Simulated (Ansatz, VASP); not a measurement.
## Rb: VASP beside Ansatz

```
CELL_PARAMETERS angstrom
0.00000 3.37156 3.37156
3.37156 0.00000 3.37156
3.37156 3.37156 0.00000
ATOMIC_POSITIONS crystal
Rb 0.00000 0.00000 0.00000
```

Alike in both runs: task single point; functional PBEsol; k mesh 9 × 9 × 9; occupations fermi-dirac, width 0.1 eV; no spin polarisation.

```csv
,VASP,Ansatz
version,VASP 6.6.1,Ansatz 0.2.0
potentials or method,"VASP PAW PBE potentials, release 64 (Rb_sv), cutoff 520 eV","plane waves (420 eV) with PAW, scalar-relativistic"
valence electrons in the cell,9,9
```

|  | VASP | Ansatz | Ansatz less VASP |
| --- | --- | --- | --- |
| pressure (GPa) | 0.4 | 0.4 | 0.00 |

VASP's potentials were made for PBE, not for PBEsol, and Ansatz warns of the same on its side. With one functional, cell and mesh, what is left measures potentials, basis and numerics.
